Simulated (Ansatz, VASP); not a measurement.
Two plane-wave programs on In3GaP4

```
CELL_PARAMETERS angstrom
4.13601 -0.00304 -0.03398
-0.00304 4.19836 0.01316
-0.09668 0.03744 11.66248
ATOMIC_POSITIONS crystal
In 0.96685 0.09533 0.73284
In 0.51461 0.49759 0.99987
In 0.00398 0.99914 0.24576
Ga 0.51230 0.49603 0.50307
P 0.52034 0.98533 0.87108
P 0.98765 0.49088 0.14087
P 0.50118 0.03269 0.39776
P 0.99308 0.40301 0.60875
```

Change from the starting cell: cell x1, atoms moved at random (sigma 0.15 Å) and cell strained at random (1.5 %), then relaxed without symmetry.

Alike in both runs: task relaxation of cell and atoms; functional PBE; k mesh 4 × 4 × 1; occupations gaussian, width 0.1 eV; no spin polarisation.

|  | VASP | Ansatz |
| --- | --- | --- |
| version | VASP 6.6.1 | Ansatz 0.2.0 |
| potentials or method | VASP PAW PBE potentials, release 64 (In_d, Ga_d, P), cutoff 600 eV | scalar-relativistic, plane waves, PAW |
| valence electrons in the cell | 72 | 72 |

```csv
,VASP,Ansatz,Ansatz less VASP
"gap on the k mesh at the Fermi level, each at its own relaxed structure (eV)",0.58,0.58,0.000
relaxed volume (Å³/atom),24.96,24.98,+0.014
relaxed cell length with the largest relative difference (Å),11.625,11.628,+0.0034
```

The k mesh is coarse, so the values compare programs but aren't converged.
